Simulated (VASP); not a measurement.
# As (Cmce) in VASP: a series of runs, part 2 of 2

VASP 6.6.1. The steps go on from the part before.

## (4) Single point, PBEsol

This run uses another cell than the first one, of 19.49 Å³/atom.

INCAR

```
SYSTEM = As
ALGO     = Normal         ! electronic algorithm
EDIFF    = 1E-6           ! SCF threshold, eV
ENCUT    = 520            ! plane-wave cutoff, eV
GGA      = PS             ! functional
ISIF     = 2              ! what is computed and relaxed
ISMEAR   = -1             ! smearing method
LASPH    = .TRUE.         ! aspherical terms in the spheres
LCHARG   = .FALSE.        ! write CHGCAR
LREAL    = .FALSE.        ! projectors in reciprocal space
LWAVE    = .FALSE.        ! write WAVECAR
NBANDS   = 18             ! bands
NELM     = 100            ! most SCF steps
PREC     = Accurate       ! precision mode
SIGMA    = 0.05           ! smearing width, eV
```

KPOINTS

```
k-points
0
G
  8 8 6
  0 0 0
```

POSCAR

```
As
1.0
    1.8627875010     -5.2288979054      0.0000000000
    1.8627875010      5.2288979054      0.0000000000
    0.0000000000      0.0000000000      4.0011260671
As
4
Direct
    0.3834733297      0.6165266703      0.5437719566
    0.8834733297      0.1165266703      0.9562280434
    0.6165266703      0.3834733297      0.4562280434
    0.1165266703      0.8834733297      0.0437719566
```

Potentials or basis: VASP PAW PBE potentials, release 64 (As).

Run with:

```
cat potpaw_PBE.64/As/POTCAR > POTCAR
mpirun -np 1 vasp_std > vasp.out
```

OUTCAR:

```text
SYSTEM = As
   EDIFF = 1E-6
   ENCUT = 520
   GGA = PS
   ISIF = 2
   ISMEAR = -1
   LASPH = .TRUE.
   LREAL = .FALSE.
   NELM = 100
   PREC = Accurate

 ion  position               nearest neighbor table
   1  0.383  0.617  0.544-   3 2.46   2 2.49   2 2.49
   2  0.883  0.117  0.956-   4 2.46   1 2.49   1 2.49
   3  0.617  0.383  0.456-   1 2.46   4 2.49   4 2.49
   4  0.117  0.883  0.044-   2 2.46   3 2.49   3 2.49

  LATTYP: Found a base centered orthorhombic cell.
 ALAT       =     3.7255750020
 B/A-ratio  =     2.8070286614
 C/A-ratio  =     1.0739620233

  Lattice vectors:

 A1 = (   1.8627875010,  -5.2288979054,   0.0000000000)
 A2 = (   1.8627875010,   5.2288979054,   0.0000000000)
 A3 = (   0.0000000000,   0.0000000000,   4.0011260671)

Analysis of symmetry for initial positions (statically):
=====================================================================
 Subroutine PRICEL returns:
 Original cell was already a primitive cell.

 Routine SETGRP: Setting up the symmetry group for a
 base centered orthorhombic supercell.

 Subroutine GETGRP returns: Found  8 space group operations
 (whereof  4 operations were pure point group operations)
 out of a pool of  8 trial point group operations.

The static configuration has the point symmetry C_2h.
 The point group associated with its full space group is D_2h.

Analysis of symmetry for dynamics (positions and initial velocities):
=====================================================================
 Subroutine PRICEL returns:
 Original cell was already a primitive cell.

 Routine SETGRP: Setting up the symmetry group for a
 base centered orthorhombic supercell.

 Subroutine GETGRP returns: Found  8 space group operations
 (whereof  4 operations were pure point group operations)
 out of a pool of  8 trial point group operations.

The dynamic configuration has the point symmetry C_2h.
[... 122 lines left out ...]
   IMIX   =      4    mixing-type and parameters
     AMIX     =   0.40;   BMIX     =  1.00
     AMIX_MAG =   1.60;   BMIX_MAG =  1.00
  volume/ion in A,a.u.               =      19.49       131.50
  Fermi-wavevector in a.u.,A,eV,Ry     =   1.040294  1.965871 14.724394  1.082212
  Thomas-Fermi vector in A             =   2.174864
   LORBIT       =      0    0 simple, 1 ext, 2 COOP (PROOUT), +10 PAW based schemes
   GGA     = PS    functional components
   LHFCALC =     F    Hartree Fock is set to
   AEXX    =    0.0000 exact exchange contribution
   IVDW    =     0    specifies the selected vdW correction
   LEPSILON=     F    determine dielectric tensor
   LRPA    =     F    only Hartree local field effects (RPA)
 non-spin polarized calculation
  energy-cutoff  :      520.00
  volume of cell :       77.94
 maximum number of plane-waves:      2118
 NGX is ok and might be reduce to    42
   NGX = 21   NGY = 21   NGZ = 15

 number of electron      19.9999999 magnetization

 Free energy of the ion-electron system (eV)
  ---------------------------------------------------
  ext. energy  EPLUGINS =         0.00000000
  ---------------------------------------------------
  free energy    TOTEN  =       -20.14160457 eV

  energy without entropy =      -20.13768279  energy(sigma->0) =      -20.13964368

 E-fermi :   5.9031     XC(G=0): -10.5955

 val. band max:        5.8862302669   @ k =   0.5000   0.5000   0.1667
 cond. band min:       5.9394160122   @ k =   0.5000   0.3750   0.1667
 fundamental gap:      0.0531857452
 Fermi energy:         5.9030630987

 k-point     1 :       0.0000    0.0000    0.0000
  band No.  band energies     occupation
      1      -9.3907      2.00000
      2      -5.9422      2.00000
      3      -2.7536      2.00000
      4      -0.8665      2.00000
      5       0.5156      2.00000
      6       1.4483      2.00000
[... 481 lines left out ...]
      5       0.1877      2.00000
      6       0.7966      2.00000
[... 10 lines left out ...]
     17      12.0400      0.00000
     18      13.3434      0.00000

 [... further k-points ...]

------------------------ aborting loop because EDIFF is reached ----------------------------------------

  FORCE on cell =-STRESS in cart. coord.  units (eV):
  Direction    XX          YY          ZZ          XY          YZ          ZX
  --------------------------------------------------------------------------------------
  -------------------------------------------------------------------------------------
  Total        2.6808547      2.7235580      2.6487773      0.0000000      0.0000000      0.0000000
  in kB       55.1059061     55.9836876     54.4465439      0.0000000      0.0000000      0.0000000
  external PRESSURE =      55.1787125 kB  Pullay stress =       0.0000000 kB

 VOLUME and BASIS-vectors are now :
 -----------------------------------------------------------------------------
  energy-cutoff  :      520.00
  volume of cell :       77.94
      direct lattice vectors                 reciprocal lattice vectors
     1.862787501 -5.228897905  0.000000000     0.268414943 -0.095622445  0.000000000
     1.862787501  5.228897905  0.000000000     0.268414943  0.095622445  0.000000000
     0.000000000  0.000000000  4.001126067     0.000000000  0.000000000  0.249929641

 POSITION                                       TOTAL-FORCE (eV/Angst)
 -----------------------------------------------------------------------------------
      1.86279      1.21861      2.17570         0.000000      0.061713     -0.052507
      1.86279     -4.01029      3.82599         0.000000      0.061713      0.052507
      1.86279     -1.21861      1.82543         0.000000     -0.061713      0.052507
      1.86279      4.01029      0.17514         0.000000     -0.061713     -0.052507
 -----------------------------------------------------------------------------------
    total drift:                               -0.000000      0.000000     -0.000000

  FREE ENERGIE OF THE ION-ELECTRON SYSTEM (eV)
  ---------------------------------------------------
  free  energy   TOTEN  =       -20.1416045656 eV

  energy  without entropy=      -20.1376827870  energy(sigma->0) =      -20.13964368
```

OSZICAR:

```text
N       E                     dE             d eps       ncg     rms          rms(c)
DAV:   1     0.617651545732E+02    0.61765E+02   -0.80709E+03  3024   0.937E+02
DAV:   2    -0.162015900997E+02   -0.77967E+02   -0.75273E+02  4160   0.145E+02
DAV:   3    -0.201915504290E+02   -0.39900E+01   -0.39574E+01  3740   0.333E+01
DAV:   4    -0.202161200067E+02   -0.24570E-01   -0.24549E-01  3658   0.289E+00
DAV:   5    -0.202161979912E+02   -0.77984E-04   -0.77976E-04  3542   0.176E-01    0.512E+00
DAV:   6    -0.201687765587E+02    0.47421E-01   -0.10566E-02  3412   0.566E-01    0.305E+00
DAV:   7    -0.201416119825E+02    0.27165E-01   -0.23986E-02  3252   0.862E-01    0.852E-02
DAV:   8    -0.201415956143E+02    0.16368E-04   -0.56017E-04  3392   0.133E-01    0.318E-02
DAV:   9    -0.201416051940E+02   -0.95796E-05   -0.48061E-05  3658   0.355E-02    0.119E-02
DAV:  10    -0.201416045656E+02    0.62836E-06   -0.25348E-06  3276   0.921E-03
   1 F= -.20141605E+02 E0= -.20139644E+02  d E =-.392178E-02
```

stdout:

```text
POSCAR found type information on POSCAR As
 POSCAR found :  1 types and       4 ions
 scaLAPACK will be used
 -----------------------------------------------------------------------------
|                                                                             |
|                                                                             |
|     You enforced a specific xc type in the INCAR file but a different       |
|     I HOPE YOU KNOW WHAT YOU ARE DOING!                                     |
|                                                                             |
 -----------------------------------------------------------------------------

 LDA part: xc-table for (Slater+PW92), standard interpolation
 POSCAR, INCAR and KPOINTS ok, starting setup
 FFT: planning ... GRIDC
 FFT: planning ... GRID_SOFT
 FFT: planning ... GRID
 WAVECAR not read
 entering main loop
```

Run time: 40 s. Hardware: 1 thread of Intel Xeon 6975P-C (Granite Rapids), shared host; peak memory 0.26 GiB.

Results:

- Free energy: -20.1416 eV
- Pressure: 5.5 GPa
- Largest force: 0.081 eV/Å
- Band gap on the k mesh: zero (bands 10 and 11 overlap by 0.70 eV)

Forces on the atoms (eV/Å):
```
As   0.000  0.062 -0.053
As   0.000  0.062  0.053
As   0.000 -0.062  0.053
As   0.000 -0.062 -0.053
```

Stress tensor (GPa, compression positive):
```
5.51 0.00 0.00
0.00 5.60 0.00
0.00 0.00 5.44
```

Levels at points of the mesh, in eV from the Fermi level:
```
           k point  band 8  band 9  band 10  band 11  band 12  band 13
(0.00, 0.00, 0.00)   -2.69   -1.80    -0.59     2.28     2.88     3.26
(0.50, 0.00, 0.00)   -2.11   -1.64    -1.64     0.70     0.70     1.61
(0.50, 0.50, 0.00)   -1.88   -1.54    -0.79    -0.03     2.33     2.73
(0.00, 0.00, 0.50)   -1.99   -0.32    -0.32     0.79     0.79     1.11
(0.50, 0.00, 0.50)   -5.16   -1.83    -1.83     1.96     1.96     6.39
(0.50, 0.50, 0.50)   -1.35   -1.05    -1.05     1.33     1.33     2.01
```

Caveat: the cell stands under pressure; the PAW data sets were made with another functional, which shifts forces and pressure a little.

## (5) Single point, PBEsol

This run uses another cell than the first one, of 21.65 Å³/atom.

INCAR

```
SYSTEM = As
PREC = Accurate ; ENCUT = 520
EDIFF = 1E-6 ; ISMEAR = -1
SIGMA = 0.05 ; LREAL = .FALSE.
LASPH = .TRUE. ; NELM = 60
ALGO = Normal ; ISIF = 2
LWAVE = .FALSE. ; LCHARG = .TRUE.
GGA = PS ; LELF = .TRUE.
LVHAR = .TRUE. ; NBANDS = 18
```

KPOINTS

```
regular mesh
0
G
  8 8 6
  0 0 0
```

POSCAR

```
As
1.0
    1.8699872638     -5.4463360585      0.0000000000
    1.8699872638      5.4463360585      0.0000000000
    0.0000000000      0.0000000000      4.2512462447
As
4
Direct
    0.3880467358      0.6119532642      0.5543735322
    0.8880467358      0.1119532642      0.9456264678
    0.6119532642      0.3880467358      0.4456264678
    0.1119532642      0.8880467358      0.0543735322
```

Run with:

```
cat potpaw_PBE.64/As/POTCAR > POTCAR
mpirun -np 1 vasp_std > vasp.out
```

It took 47 s on 1 thread of Intel Xeon 6975P-C (Granite Rapids), shared host; peak memory 0.3 GiB.

The run converged. Its results:

| Property | Result |
| --- | --- |
| Free energy | -20.2604 eV |
| Pressure | 0.4 GPa |
| Largest force | 0.076 eV/Å |
| Band gap on the k mesh | zero (bands 10 and 11 overlap by 0.38 eV) |

Forces in eV/Å, atoms in the order of the input:
```
As   0.000  0.057 -0.050
As   0.000  0.057  0.050
As   0.000 -0.057  0.050
As   0.000 -0.057 -0.050
```

Stress tensor (GPa, compression positive):
```
0.42 0.00 0.00
0.00 0.48 0.00
0.00 0.00 0.34
```

Levels at points of the mesh, in eV from the Fermi level:
```tsv
k point	band 7	band 8	band 9	band 10	band 11	band 12	band 13	band 14
(0.00, 0.00, 0.00)	-3.41	-2.30	-2.03	-0.79	1.89	2.41	2.47	3.67
(0.50, 0.00, 0.00)	-2.33	-2.33	-2.11	-2.11	0.81	0.81	1.24	1.24
(0.50, 0.50, 0.00)	-3.84	-1.76	-1.55	-0.56	0.01	1.91	2.31	3.24
(0.00, 0.00, 0.50)	-2.15	-2.15	-0.58	-0.58	0.82	0.82	1.59	1.59
(0.50, 0.00, 0.50)	-4.77	-4.77	-1.88	-1.88	1.92	1.92	5.34	5.34
(0.50, 0.50, 0.50)	-1.75	-1.75	-1.14	-1.14	1.38	1.38	1.78	1.78
```

Caveat: the PAW data sets were made with another functional, which shifts forces and pressure a little.

## (6) Relaxation of cell and atoms, PBEsol

This run uses another cell than the first one, of 22.43 Å³/atom.

INCAR

```
PREC     = Accurate       # precision mode
ENCUT    = 600            # plane-wave cutoff, eV
EDIFF    = 1E-6           # SCF threshold, eV
ISMEAR   = -1             # smearing method
SIGMA    = 0.05           # smearing width, eV
LREAL    = F              # projectors in reciprocal space
LASPH    = T              # aspherical terms in the spheres
NELM     = 60             # most SCF steps
ALGO     = Normal         # electronic algorithm
ISIF     = 3              # what is computed and relaxed
LWAVE    = F              # write WAVECAR
LCHARG   = F              # write CHGCAR
GGA      = PS             # functional
IBRION   = 2              # ionic algorithm
NSW      = 80             # ionic steps
EDIFFG   = -0.005         # ionic threshold
```

KPOINTS

```
regular mesh
0
Gamma
  8 8 6
```

POSCAR

```
As
1.0
    1.8250000000     -5.5000000000      0.0000000000
    1.8250000000      5.5000000000      0.0000000000
    0.0000000000      0.0000000000      4.4700000000
As
4
Direct
    0.3900000000      0.6100000000      0.5600000000
    0.8900000000      0.1100000000      0.9400000000
    0.6100000000      0.3900000000      0.4400000000
    0.1100000000      0.8900000000      0.0600000000
```

Potentials or basis: VASP PAW PBE potentials, release 64 (As).

Run with:

```
cat potpaw_PBE.64/As/POTCAR > POTCAR
mpirun -np 1 vasp_std > vasp.out
```

Wall time 11 min (1 thread of Intel Xeon 6975P-C (Granite Rapids), shared host); peak memory 0.36 GiB.

It converged, with:

- Free energy: -20.2616 eV
- Relaxed volume: 21.65 Å³/atom
- Relaxed cell: a = 5.762 Å, b = 5.762 Å, c = 4.238 Å, α = 90.00°, β = 90.00°, γ = 142.01°
- Space group after relaxing (to 0.1 Å): Cmce (No. 64)
- Energy gained by relaxing: 5.9 meV/atom
- Ionic steps: 26
- Pressure after relaxing: 0.0 GPa
- Largest force after relaxing: 0.004 eV/Å
- Band gap on the k mesh: zero (bands 10 and 11 overlap by 0.40 eV)

Forces in eV/Å, atoms in the order of the input:
```
As   0.000 -0.002 -0.004
As   0.000 -0.002  0.004
As   0.000  0.002  0.004
As   0.000  0.002 -0.004
```

Step by step:
```
step  energy change (eV)  largest force (eV/Å)  pressure (GPa)  volume (Å³)
   1              0.0000                0.1185            0.13        89.74
   2             -0.0058                0.0343           -0.28        89.96
   3             -0.0068                0.0813           -0.51        90.10
   4             -0.0110                0.1021           -0.27        89.52
   5             -0.0133                0.1597            0.11        88.65
   6             -0.0171                0.0924           -0.15        88.29
   7             -0.0191                0.0246           -0.57        87.66
   8             -0.0217                0.0235           -0.29        86.80
   9             -0.0222                0.0387           -0.12        86.30
  10             -0.0222                0.0401           -0.10        86.25
  11             -0.0226                0.0272            0.00        86.27
  12             -0.0229                0.0251            0.14        86.28
  13             -0.0229                0.0306            0.20        86.29
  14             -0.0232                0.0223            0.09        86.50
  15             -0.0233                0.0188           -0.02        86.71
  16             -0.0234                0.0087           -0.01        86.72
  17             -0.0234                0.0059            0.00        86.72
  18             -0.0235                0.0057           -0.01        86.73
  19             -0.0235                0.0054           -0.02        86.75
  20             -0.0235                0.0053           -0.02        86.76
  21             -0.0235                0.0055           -0.01        86.73
  22             -0.0235                0.0102            0.03        86.65
  23             -0.0235                0.0091            0.01        86.65
  24             -0.0235                0.0063            0.01        86.63
  25             -0.0235                0.0038           -0.03        86.59
  26             -0.0235                0.0040           -0.01        86.61
```

Final structure:
```
As
1.0
     1.87551   -5.44850    0.00000
     1.87551    5.44850    0.00000
     0.00000    0.00000    4.23781
As
4
Cartesian
  1.8755 1.2241 2.3445
  1.8755 -4.2244 4.0122
  1.8755 -1.2241 1.8933
  1.8755 4.2244 0.2256
```

Levels at points of the mesh, in eV from the Fermi level:
| k point | band 7 | band 8 | band 9 | band 10 | band 11 | band 12 | band 13 | band 14 |
| --- | --- | --- | --- | --- | --- | --- | --- | --- |
| (0.00, 0.00, 0.00) | -3.38 | -2.30 | -1.99 | -0.76 | 1.94 | 2.48 | 2.52 | 3.71 |
| (0.50, 0.00, 0.00) | -2.29 | -2.29 | -2.05 | -2.05 | 0.81 | 0.81 | 1.26 | 1.26 |
| (0.50, 0.50, 0.00) | -3.83 | -1.76 | -1.54 | -0.58 | 0.01 | 1.97 | 2.34 | 3.27 |
| (0.00, 0.00, 0.50) | -2.11 | -2.11 | -0.56 | -0.56 | 0.81 | 0.81 | 1.55 | 1.55 |
| (0.50, 0.00, 0.50) | -4.74 | -4.74 | -1.87 | -1.87 | 1.93 | 1.93 | 5.39 | 5.39 |
| (0.50, 0.50, 0.50) | -1.72 | -1.72 | -1.11 | -1.11 | 1.37 | 1.37 | 1.78 | 1.78 |

Caveat: the PAW data sets were made with another functional, which shifts forces and pressure a little.

## (7) Summary

```csv
task,cell,cutoff (eV),gap on the mesh (eV),pressure (GPa),largest force (eV/Å)
single point,"a = 5.278, b = 5.278, c = 3.691 Å, angles 90.0, 90.0, 139.6°, 4 atoms, atomic positions A",520,none,20.9,0.09
single point,"a = 5.438, b = 5.438, c = 3.872 Å, angles 90.0, 90.0, 140.3°, 4 atoms, atomic positions B",520,none,10.6,0.08
single point,"a = 5.551, b = 5.551, c = 4.001 Å, angles 90.0, 90.0, 140.8°, 4 atoms, atomic positions C",520,none,5.5,0.08
single point,"a = 5.758, b = 5.758, c = 4.251 Å, angles 90.0, 90.0, 142.1°, 4 atoms, atomic positions D",520,none,0.4,0.08
relaxation of cell and atoms,"relaxed from a = 5.795, b = 5.795, c = 4.470 Å, angles 90.0, 90.0, 143.3°, 4 atoms, atomic positions E",600,none,0.0,-
```

Alike in all rows: level PBEsol; potentials or basis VASP PAW PBE potentials, release 64 (As); no spin polarisation; k mesh 8 × 8 × 6; smearing fermi-dirac 0.05 eV.

Caveats: the PAW data sets were made with another functional, which shifts forces and pressure a little; the cell stands under pressure (at least some runs).

Absolute energies hang on the potentials; compare differences alone.
